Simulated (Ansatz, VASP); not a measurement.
**WS2 in VASP and in Ansatz**

```
W S
1.0
     3.18352    0.00000    0.00000
    -1.59176    2.75701    0.00000
     0.00000    0.00000   16.95058
W S
1 2
Direct
  0.00000 0.00000 0.00000
  0.33333 0.66667 0.09200
  0.33333 0.66667 0.90800
```

Alike in both runs: task relaxation of cell and atoms; functional LDA; k mesh 10 × 10 × 2; occupations fermi-dirac, width 0.05 eV; no spin polarisation.

|  | VASP | Ansatz |
| --- | --- | --- |
| version | VASP 6.6.1 | Ansatz 0.2.0 |
| potentials or method | VASP PAW LDA potentials, release 64 (W_sv, S) | Ansatz PAW |
| plane-wave cutoff (eV) | 600 | 420 |
| valence electrons in the cell | 26 | 26 |

```tsv
	VASP	Ansatz	Ansatz less VASP
gap on the k mesh at the Fermi level, each at its own relaxed structure (eV)	2.28	2.27	-0.001
relaxed volume (Å³/atom)	47.92	47.81	-0.110
relaxed cell length with the largest relative difference (Å)	3.128	3.126	-0.0029
```

LDA's correlation is that of Perdew and Zunger in VASP and of Perdew and Wang (1992) in Ansatz.

Neither program's run includes spin-orbit coupling. Noted on Ansatz's run: the plane-wave basis is chosen anew once the cell has moved, so the energies of steps on either side of that aren't comparable.
